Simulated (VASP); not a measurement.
# CuI (Marshite) (F-43m) in VASP: a series of runs

CuI (Marshite) is run at these levels: r2SCAN; tasks: single point.

Program: VASP 6.6.1. These are calculated values, not measurements. Logs are shortened: lines on timing, memory, paths and dates and some standing lists are left out, and cuts for length are marked.

## Step 1: The cell of the first run

It takes space group F-43m (No. 216, cubic). Conventional cell: a = 6.024 Å, b = 6.024 Å, c = 6.024 Å, α = 90.00°, β = 90.00°, γ = 90.00°. Within 3.4 Å of Cu (site symmetry -43m) lie 4 I at 2.61 Å. Within 3.4 Å of I (site symmetry -43m) lie 4 Cu at 2.61 Å.

## Step 2: Single point, r2SCAN

POSCAR reads:

```
CuI
1.0
    0.0000000000      3.0120428512      3.0120428512
    3.0120428512      0.0000000000      3.0120428512
    3.0120428512      3.0120428512      0.0000000000
Cu I
1 1
Direct
    0.2500000000      0.2500000000      0.2500000000
    0.0000000000      0.0000000000      0.0000000000
```

INCAR.step1 reads:

```
SYSTEM = CuI
PREC = Accurate
ENCUT = 520
ISMEAR = 0
SIGMA = 0.01
LREAL = .FALSE.
LASPH = .TRUE.
NELM = 60
NBANDS = 16
GGA = PE
ALGO = Normal
EDIFF = 1E-4
LWAVE = .TRUE.
LCHARG = .FALSE.
```

INCAR.step2 reads:

```
SYSTEM = CuI
PREC = Accurate
ENCUT = 520
EDIFF = 1E-6
ISMEAR = 0
SIGMA = 0.01
LREAL = .FALSE.
LASPH = .TRUE.
NELM = 60
ALGO = Normal
ISIF = 2
LWAVE = .FALSE.
LCHARG = .FALSE.
METAGGA = R2SCAN
LMIXTAU = .TRUE.
NBANDS = 16
ISTART = 1
```

KPOINTS reads:

```
Automatic mesh
0
G
  6 6 6
  0 0 0
```

Potentials or basis: VASP PAW PBE potentials, release 64 (Cu, I).

Command:

```bash
> cat potpaw_PBE.64/Cu/POTCAR potpaw_PBE.64/I/POTCAR > POTCAR
> cp INCAR.step1 INCAR
> mpirun -np 1 vasp_std > vasp.out
> cp INCAR.step2 INCAR
> mpirun -np 1 vasp_std > vasp.out
```

OUTCAR:

```text
SYSTEM = CuI
   PREC = Accurate
   ENCUT = 520
   EDIFF = 1E-6
   ISMEAR = 0
   LREAL = .FALSE.
   LASPH = .TRUE.
   NELM = 60
   ISIF = 2
   METAGGA = R2SCAN
   ISTART = 1

 ion  position               nearest neighbor table
   1  0.250  0.250  0.250-   2 2.61   2 2.61   2 2.61   2 2.61
   2  0.000  0.000  0.000-   1 2.61   1 2.61   1 2.61   1 2.61

  LATTYP: Found a face centered cubic cell.
 ALAT       =     6.0240857024

  Lattice vectors:

 A1 = (   0.0000000000,   3.0120428512,   3.0120428512)
 A2 = (   3.0120428512,   0.0000000000,   3.0120428512)
 A3 = (   3.0120428512,   3.0120428512,   0.0000000000)

Analysis of symmetry for initial positions (statically):
=====================================================================
 Subroutine PRICEL returns:
 Original cell was already a primitive cell.

 Routine SETGRP: Setting up the symmetry group for a
 face centered cubic supercell.

 Subroutine GETGRP returns: Found 24 space group operations
 (whereof 24 operations were pure point group operations)
 out of a pool of 48 trial point group operations.

The static configuration has the point symmetry T_d .

Analysis of symmetry for dynamics (positions and initial velocities):
=====================================================================
 Subroutine PRICEL returns:
 Original cell was already a primitive cell.

 Routine SETGRP: Setting up the symmetry group for a
 face centered cubic supercell.

 Subroutine GETGRP returns: Found 24 space group operations
 (whereof 24 operations were pure point group operations)
 out of a pool of 48 trial point group operations.

The dynamic configuration has the point symmetry T_d .

 Subroutine INISYM returns: Found 24 space group operations
 (whereof 24 operations are pure point group operations),
 and found     1 'primitive' translations

----------------------------------------------------------------------------------------

                                     Primitive cell

  volume of cell :      54.6529

  direct lattice vectors                    reciprocal lattice vectors
     0.000000000  3.012042851  3.012042851    -0.166000294  0.166000294  0.166000294
     3.012042851  0.000000000  3.012042851     0.166000294 -0.166000294  0.166000294
     3.012042851  3.012042851  0.000000000     0.166000294  0.166000294 -0.166000294

  length of vectors
     4.259671851  4.259671851  4.259671851     0.287520944  0.287520944  0.287520944

  position of ions in fractional coordinates (direct lattice)
     0.250000000  0.250000000  0.250000000
     0.000000000  0.000000000  0.000000000

  ion indices of the primitive-cell ions
   primitive index   ion index
                 1           1
                 2           2

----------------------------------------------------------------------------------------

 KPOINTS: Automatic mesh

Automatic generation of k-mesh.
 Grid dimensions read from file:
 generate k-points for:    6    6    6

 Generating k-lattice:

  Cartesian coordinates                     Fractional coordinates (reciprocal lattice)
    -0.027666716  0.027666716  0.027666716     0.166666667  0.000000000  0.000000000
     0.027666716 -0.027666716  0.027666716     0.000000000  0.166666667  0.000000000
     0.027666716  0.027666716 -0.027666716     0.000000000  0.000000000  0.166666667

  Length of vectors
     0.047920157  0.047920157  0.047920157

  Shift w.r.t. Gamma in fractional coordinates (k-lattice)
     0.000000000  0.000000000  0.000000000

 Subroutine IBZKPT returns following result:
 ===========================================

 Found     16 irreducible k-points:

 Following reciprocal coordinates:
            Coordinates               Weight
  0.000000  0.000000  0.000000      1.000000
  0.166667  0.000000  0.000000      8.000000
  0.333333  0.000000  0.000000      8.000000
  0.500000  0.000000  0.000000      4.000000
  0.166667  0.166667  0.000000      6.000000
  0.333333  0.166667  0.000000     24.000000
[... 8 lines left out ...]
 -0.333333  0.333333  0.166667     24.000000
 -0.333333  0.500000  0.166667     12.000000
   k-points           NKPTS =     16   k-points in BZ     NKDIM =     16   number of bands    NBANDS=     16
   number of dos      NEDOS =    301   number of ions     NIONS =      2
   total plane-waves  NPLWV =  32768
   dimension x,y,z NGX =    32 NGY =   32 NGZ =   32
   dimension x,y,z NGXF=    64 NGYF=   64 NGZF=   64
   ions per type =               1   1
   NGX,Y,Z   is equivalent  to a cutoff of  12.49, 12.49, 12.49 a.u.
   NGXF,Y,Z  is equivalent  to a cutoff of  24.98, 24.98, 24.98 a.u.
 SYSTEM =  CuI
   PREC   = accura    normal or accurate (medium, high low for compatibility)
   ISTART =      1    job   : 0-new  1-cont  2-samecut
   ICHARG =      0    charge: 1-file 2-atom 10-const
   ISPIN  =      1    spin polarized calculation?
   LNONCOLLINEAR =      F non collinear calculations
   LSORBIT =      F    spin-orbit coupling
   LASPH  =      T    aspherical Exc in radial PAW
   ENCUT  =  520.0 eV  38.22 Ry    6.18 a.u.   7.92  7.92  7.92*2*pi/ulx,y,z
   NELM   =     60;   NELMIN=  2; NELMDL=  0     # of ELM steps
   EDIFF  = 0.1E-05   stopping-criterion for ELM
   LREAL  =      F    real-space projection
   EDIFFG = 0.1E-04   stopping-criterion for IOM
   NSW    =      0    number of steps for IOM
   IBRION =     -1    ionic relax: 0-MD 1-quasi-New 2-CG
   NFREE  =      0    steps in history (QN), initial steepest desc. (CG)
   ISIF   =      2    stress and relaxation
   ISYM   =      2    0-nonsym 1-usesym 2-fastsym
   POTIM  = 0.5000    time-step for ionic-motion
   TEBEG  =    0.0;   TEEND  =   0.0 temperature during run
   PSTRESS=    0.0 pullay stress
   NELECT =      18.0000    total number of electrons
   NUPDOWN=      -1.0000    fix difference up-down
   EMIN   =  10.00;   EMAX   =-10.00  energy-range for DOS
   EFERMI =   0.00;   METHOD = LEGACY
   ISMEAR =     0;   SIGMA  =   0.01  broadening in eV -4-tet -1-fermi 0-gaus
   EFERMI_NEDOS =   21; number of points for ismear=-14 and -15
   IALGO  =     38    algorithm
   IMIX   =      4    mixing-type and parameters
     AMIX     =   0.40;   BMIX     =  1.00
     AMIX_MAG =   1.60;   BMIX_MAG =  1.00
  volume/ion in A,a.u.               =      27.33       184.41
  Fermi-wavevector in a.u.,A,eV,Ry     =   1.130562  2.136453 17.390576  1.278171
  Thomas-Fermi vector in A             =   2.267259
   LORBIT       =      0    0 simple, 1 ext, 2 COOP (PROOUT), +10 PAW based schemes
   METAGGA = R2SCAN    functional components
   LHFCALC =     F    Hartree Fock is set to
   AEXX    =    0.0000 exact exchange contribution
   IVDW    =     0    specifies the selected vdW correction
   LEPSILON=     F    determine dielectric tensor
   LRPA    =     F    only Hartree local field effects (RPA)
 non-spin polarized calculation
 Gauss-broadening in eV      SIGMA  =   0.01
  energy-cutoff  :      520.00
  volume of cell :       54.65
 maximum number of plane-waves:      1488
   NGX = 15   NGY = 15   NGZ = 15

 number of electron      18.0000016 magnetization

 Free energy of the ion-electron system (eV)
  ---------------------------------------------------
  ext. energy  EPLUGINS =         0.00000000
  ---------------------------------------------------
  free energy    TOTEN  =       -35.79373855 eV

  energy without entropy =      -35.79373855  energy(sigma->0) =      -35.79373855

 E-fermi :   4.5596     XC(G=0):  -9.5447

 val. band max:        4.4708038687   @ k =   0.0000   0.0000   0.0000
 cond. band min:       6.1419900187   @ k =   0.0000   0.0000   0.0000
 fundamental gap:      1.6711861500
 Fermi energy:         4.5596290787

 k-point     1 :       0.0000    0.0000    0.0000
  band No.  band energies     occupation
      1     -10.1591      2.00000
      2       0.5819      2.00000
      3       0.5819      2.00000
      4       0.5819      2.00000
      5       2.5550      2.00000
      6       2.5550      2.00000
[... 8 lines left out ...]
     15      14.5011      0.00000
     16      14.5011      0.00000

 k-point     2 :       0.1667    0.0000    0.0000
  band No.  band energies     occupation
      1     -10.0216      2.00000
      2       0.0697      2.00000
      3       0.5911      2.00000
      4       0.5911      2.00000
      5       2.5455      2.00000
      6       2.5456      2.00000
[... 8 lines left out ...]
     15      13.6199      0.00000
     16      14.1123      0.00000

 k-point     3 :       0.3333    0.0000    0.0000
  band No.  band energies     occupation
      1      -9.7185      2.00000
      2      -0.9467      2.00000
      3       0.6026      2.00000
      4       0.6026      2.00000
      5       2.5563      2.00000
      6       2.5564      2.00000
[... 8 lines left out ...]
     15      14.1621      0.00000
     16      14.1621      0.00000

 k-point     4 :       0.5000    0.0000    0.0000
  band No.  band energies     occupation
      1      -9.5493      2.00000
      2      -1.4451      2.00000
      3       0.6044      2.00000
      4       0.6045      2.00000
      5       2.5835      2.00000
      6       2.5836      2.00000
[... 8 lines left out ...]
     15      15.9138      0.00000
     16      15.9138      0.00000

 k-point     5 :       0.1667    0.1667    0.0000
  band No.  band energies     occupation
      1      -9.9756      2.00000
      2       0.0248      2.00000
      3       0.5488      2.00000
      4       0.5488      2.00000
      5       2.4987      2.00000
      6       2.5784      2.00000
[... 8 lines left out ...]
     15      14.7877      0.00000
     16      15.1097      0.00000

 k-point     6 :       0.3333    0.1667    0.0000
  band No.  band energies     occupation
      1      -9.7250      2.00000
      2      -0.6798      2.00000
      3       0.4633      2.00000
      4       0.5383      2.00000
      5       2.4811      2.00000
      6       2.5957      2.00000
[... 8 lines left out ...]
     15      15.0969      0.00000
     16      15.4988      0.00000

 k-point     7 :       0.5000    0.1667    0.0000
  band No.  band energies     occupation
      1      -9.5011      2.00000
      2      -1.2360      2.00000
      3       0.2596      2.00000
      4       0.5681      2.00000
      5       2.5120      2.00000
      6       2.5896      2.00000
[... 8 lines left out ...]
     15      15.7988      0.00000
     16      15.9557      0.00000

 k-point     8 :      -0.3333    0.1667    0.0000
  band No.  band energies     occupation
      1      -9.5581      2.00000
      2      -1.0729      2.00000
      3       0.1893      2.00000
      4       0.6161      2.00000
      5       2.5284      2.00000
      6       2.5556      2.00000
[... 8 lines left out ...]
     15      14.8861      0.00000
     16      16.1779      0.00000

 k-point     9 :      -0.1667    0.1667    0.0000
  band No.  band energies     occupation
      1      -9.8265      2.00000
      2      -0.4250      2.00000
      3       0.3922      2.00000
      4       0.6285      2.00000
      5       2.5080      2.00000
      6       2.5749      2.00000
[... 8 lines left out ...]
     15      14.4716      0.00000
     16      15.6756      0.00000

 k-point    10 :       0.3333    0.3333    0.0000
  band No.  band energies     occupation
      1      -9.5695      2.00000
      2      -0.9608      2.00000
      3       0.4837      2.00000
      4       0.4837      2.00000
      5       2.4254      2.00000
      6       2.6254      2.00000
[... 8 lines left out ...]
     15      15.5845      0.00000
     16      18.3587      0.00000

 k-point    11 :       0.5000    0.3333    0.0000
  band No.  band energies     occupation
      1      -9.3974      2.00000
      2      -1.1918      2.00000
      3       0.1399      2.00000
      4       0.4917      2.00000
      5       2.4586      2.00000
      6       2.6150      2.00000
[... 8 lines left out ...]
     15      16.1897      0.00000
     16      17.4134      0.00000

 k-point    12 :      -0.3333    0.3333    0.0000
  band No.  band energies     occupation
      1      -9.3927      2.00000
      2      -0.9364      2.00000
      3      -0.4000      2.00000
      4       0.5596      2.00000
      5       2.4187      2.00000
      6       2.5511      2.00000
[... 8 lines left out ...]
     15      14.2522      0.00000
     16      18.3886      0.00000

 k-point    13 :       0.5000    0.5000    0.0000
  band No.  band energies     occupation
      1      -9.3414      2.00000
      2      -1.4168      2.00000
      3       0.4516      2.00000
      4       0.4517      2.00000
      5       2.5153      2.00000
      6       2.6338      2.00000
[... 8 lines left out ...]
     15      16.2568      0.00000
     16      17.0918      0.00000

 k-point    14 :       0.5000    0.3333    0.1667
  band No.  band energies     occupation
      1      -9.5086      2.00000
      2      -0.9560      2.00000
      3       0.0674      2.00000
      4       0.5263      2.00000
      5       2.4876      2.00000
      6       2.5697      2.00000
[... 8 lines left out ...]
     15      16.1043      0.00000
     16      17.1908      0.00000

 k-point    15 :      -0.3333    0.3333    0.1667
  band No.  band energies     occupation
      1      -9.3927      2.00000
      2      -1.0086      2.00000
      3      -0.2432      2.00000
      4       0.4813      2.00000
      5       2.4474      2.00000
      6       2.5522      2.00000
[... 8 lines left out ...]
     15      16.2682      0.00000
     16      16.9020      0.00000

 k-point    16 :      -0.3333    0.5000    0.1667
  band No.  band energies     occupation
      1      -9.3383      2.00000
      2      -1.1104      2.00000
      3      -0.0960      2.00000
      4       0.3780      2.00000
      5       2.4929      2.00000
      6       2.5013      2.00000
[... 8 lines left out ...]
     15      16.5791      0.00000
     16      17.2497      0.00000

------------------------ aborting loop because EDIFF is reached ----------------------------------------

  FORCE on cell =-STRESS in cart. coord.  units (eV):
  Direction    XX          YY          ZZ          XY          YZ          ZX
  --------------------------------------------------------------------------------------
  -------------------------------------------------------------------------------------
  Total       -0.0173378     -0.0173378     -0.0173378      0.0000000     -0.0000000     -0.0000000
  in kB       -0.5082657     -0.5082657     -0.5082657      0.0000000     -0.0000000     -0.0000000
  external PRESSURE =      -0.5082657 kB  Pullay stress =       0.0000000 kB

 VOLUME and BASIS-vectors are now :
 -----------------------------------------------------------------------------
  energy-cutoff  :      520.00
  volume of cell :       54.65
      direct lattice vectors                 reciprocal lattice vectors
     0.000000000  3.012042851  3.012042851    -0.166000294  0.166000294  0.166000294
     3.012042851  0.000000000  3.012042851     0.166000294 -0.166000294  0.166000294
     3.012042851  3.012042851  0.000000000     0.166000294  0.166000294 -0.166000294

 POSITION                                       TOTAL-FORCE (eV/Angst)
 -----------------------------------------------------------------------------------
      1.50602      1.50602      1.50602        -0.000000     -0.000000     -0.000000
      0.00000      0.00000      0.00000         0.000000      0.000000      0.000000
 -----------------------------------------------------------------------------------
    total drift:                               -0.000010     -0.000010     -0.000010

  FREE ENERGIE OF THE ION-ELECTRON SYSTEM (eV)
  ---------------------------------------------------
  free  energy   TOTEN  =       -35.7937385515 eV

  energy  without entropy=      -35.7937385515  energy(sigma->0) =      -35.79373855
```

Run time: 2 min. Hardware: 1 thread of AMD EPYC 7R13, shared host; peak memory 0.16 GiB.

Results:

* Free energy: -35.7937 eV
* Pressure: -0.1 GPa
* Band gap on the k mesh: 1.67 eV, direct

Levels at points of the mesh, in eV from the valence-band top:
| k point | band 7 | band 8 | band 9 | band 10 | band 11 | band 12 |
| --- | --- | --- | --- | --- | --- | --- |
| (0.00, 0.00, 0.00) | 0.00 | 0.00 | 0.00 | 1.67 | 5.22 | 5.22 |
| (0.50, 0.00, 0.00) | -1.85 | -0.74 | -0.74 | 2.57 | 5.73 | 5.73 |
| (0.50, 0.50, 0.00) | -1.82 | -1.57 | -1.57 | 2.90 | 3.17 | 9.94 |

Caveat: the PAW data sets were made with another functional, which shifts forces and pressure a little; spin-orbit coupling is left out, which moves the levels of the heavy elements.

## Step 3: Single point, r2SCAN (volume changed by +3%)

POSCAR reads:

```
CuI
1.0
    0.0000000000      3.0418669973      3.0418669973
    3.0418669973      0.0000000000      3.0418669973
    3.0418669973      3.0418669973      0.0000000000
Cu I
1 1
Direct
    0.2500000000      0.2500000000      0.2500000000
    0.0000000000      0.0000000000      0.0000000000
```

INCAR.step1 reads:

```
PREC     = Accurate       # precision mode
ENCUT    = 520            # plane-wave cutoff, eV
ISMEAR   = 0              # smearing method
SIGMA    = 0.01           # smearing width, eV
LREAL    = False          # projectors in reciprocal space
LASPH    = True           # aspherical terms in the spheres
NELM     = 80             # most SCF steps
NBANDS   = 16             # bands
GGA      = PE             # functional
ALGO     = Normal         # electronic algorithm
EDIFF    = 1E-4           # SCF threshold, eV
LWAVE    = True           # write WAVECAR
LCHARG   = False          # write CHGCAR
```

INCAR.step2 reads:

```
PREC     = Accurate       # precision mode
ENCUT    = 520            # plane-wave cutoff, eV
EDIFF    = 1E-7           # SCF threshold, eV
ISMEAR   = 0              # smearing method
SIGMA    = 0.01           # smearing width, eV
LREAL    = False          # projectors in reciprocal space
LASPH    = True           # aspherical terms in the spheres
NELM     = 80             # most SCF steps
ALGO     = Normal         # electronic algorithm
ISIF     = 2              # what is computed and relaxed
LWAVE    = False          # write WAVECAR
LCHARG   = False          # write CHGCAR
METAGGA  = R2SCAN         # meta-GGA
LMIXTAU  = True         
NBANDS   = 16             # bands
ISTART   = 1
```

KPOINTS reads:

```
regular mesh
0
Gamma
  6 6 6
```

Potentials or basis: VASP PAW PBE potentials, release 64 (Cu, I).

Command:

```bash
> cat potpaw_PBE.64/Cu/POTCAR potpaw_PBE.64/I/POTCAR > POTCAR
> cp INCAR.step1 INCAR
> mpirun -np 1 vasp_std > vasp.out
> cp INCAR.step2 INCAR
> mpirun -np 1 vasp_std > vasp.out
```

Run time: 2.5 min. Hardware: 1 thread of AMD EPYC 7R13, shared host; peak memory 0.17 GiB.

Results (log left out):

| Item | Value |
| --- | --- |
| Free energy | -35.7874 eV |
| Pressure | -1.2 GPa |
| Band gap on the k mesh | 1.58 eV, direct |

Levels at points of the mesh, in eV from the valence-band top:
| k point | band 5 | band 6 | band 7 | band 8 | band 9 | band 10 | band 11 | band 12 | band 13 | band 14 |
| --- | --- | --- | --- | --- | --- | --- | --- | --- | --- | --- |
| (0.00, 0.00, 0.00) | -1.79 | -1.79 | 0.00 | 0.00 | 0.00 | 1.58 | 5.26 | 5.26 | 5.26 | 8.63 |
| (0.50, 0.00, 0.00) | -1.76 | -1.76 | -1.73 | -0.69 | -0.69 | 2.54 | 5.75 | 5.75 | 7.69 | 9.62 |
| (0.50, 0.50, 0.00) | -1.83 | -1.72 | -1.70 | -1.46 | -1.46 | 2.96 | 3.19 | 9.71 | 10.35 | 10.35 |

Caveat: the PAW data sets were made with another functional, which shifts forces and pressure a little; spin-orbit coupling is left out, which moves the levels of the heavy elements.
